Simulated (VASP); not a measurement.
Write the native input for VASP 6.6.1 that does the following.

| Property | Result |
| --- | --- |
| Task | relaxation of cell and atoms |
| Functional | LDA |
| Potentials or basis | VASP PAW LDA potentials, release 64 (Cd, S) |
| Cutoff | 600 eV |
| k mesh | 8 × 8 × 8 |
| Occupations | gaussian, width 0.01 eV |
| Spin | no spin polarisation |
| Target pressure | 15 GPa |
| Dipole correction | no |
| Further INCAR settings | ALGO = Normal; EDIFF = 1e-07; IBRION = 2; EDIFFG = -0.002; NSW = 100; ISIF = 3 |

The structure of CdS lies in POSCAR:

```
CdS
1.0
    0.0000000000      2.8782620995      2.8782620995
    2.8782620995      0.0000000000      2.8782620995
    2.8782620995      2.8782620995      0.0000000000
Cd S
1 1
Direct
    0.0000000000      0.0000000000      0.0000000000
    0.7500000000      0.7500000000      0.7500000000
```

These files were run (other wordings do the same):

INCAR

```
SYSTEM = CdS
PREC = Accurate
ENCUT = 600
EDIFF = 1E-7
ISMEAR = 0
SIGMA = 0.01
LREAL = .FALSE.
LASPH = .TRUE.
NELM = 100
ALGO = Normal
ISIF = 3
LWAVE = .FALSE.
LCHARG = .FALSE.
IBRION = 2
NSW = 100
EDIFFG = -0.002
PSTRESS = 150.0
```

KPOINTS

```
regular mesh
0
G
  8 8 8
  0 0 0
```

Potentials or basis: VASP PAW LDA potentials, release 64 (Cd, S).

Command:

```console
$ cat potpaw_LDA.64/Cd/POTCAR potpaw_LDA.64/S/POTCAR > POTCAR
$ mpirun -np 1 vasp_std > vasp.out
```

It gave:

The relaxed volume is 20.59 Å³/atom. The relaxed cell is a = 3.876 Å, b = 3.876 Å, c = 3.876 Å, α = 60.00°, β = 60.00°, γ = 60.00° and the space group after relaxing (to 0.1 Å) is F-43m (No. 216). The energy change on relaxing (the run minimises the enthalpy) is +138.9 meV/atom, the ionic steps are 7 and the pressure after relaxing is 15.0 GPa. The band gap on the k mesh is 1.27 eV.

Caveat: the cell is relaxed towards a set pressure, so the run minimises the enthalpy, not the energy.

Wall time 3 min on 1 thread of Intel Xeon 8259CL, on a shared host, peak memory 0.19 GiB.
